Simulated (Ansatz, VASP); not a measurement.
HfN in VASP and in Ansatz

```
CELL_PARAMETERS angstrom
3.03388 0.00000 0.00000
-1.51694 2.62741 0.00000
0.00000 0.00000 5.31007
ATOMIC_POSITIONS crystal
Hf 0.66667 0.33333 0.75000
Hf 0.33333 0.66667 0.25000
N 0.00000 0.00000 0.00000
N 0.00000 0.00000 0.50000
```

Change from the starting cell: strain -0.030 along x and y, -0.015 along z, atoms carried along.

Alike in both runs: task single point; functional PBEsol; k mesh 18 × 18 × 10; occupations gaussian, width 0.15 eV; no spin polarisation.

|  | VASP | Ansatz |
| --- | --- | --- |
| version | VASP 6.6.1 | Ansatz 0.2.0 |
| potentials or method | VASP PAW PBE potentials, release 64 (Hf_pv, N), cutoff 520 eV | scalar-relativistic, plane waves, PAW |
| valence electrons in the cell | 30 | 62 |

VASP gave:

* gap on the k mesh at the Fermi level (eV): none
* pressure (GPa): 22.7
* traceless stress, the component that is largest in VASP (GPa): -4.35

**Question.** Estimate Ansatz's values.

**Answer.** gap on the k mesh at the Fermi level (eV): none; pressure (GPa): 24.8; traceless stress, the component that is largest in VASP (GPa): -4.41.

VASP's potentials were made for PBE, not for PBEsol. A gap of «none» marks a metal or a gap that the smearing closes. The functional is the same, so the differences come from potentials, cutoffs and numerics. VASP's potentials hold 30 valence electrons a cell and Ansatz's 62, so a difference there can come from the potentials and not from the codes.

Neither program's run includes spin-orbit coupling.
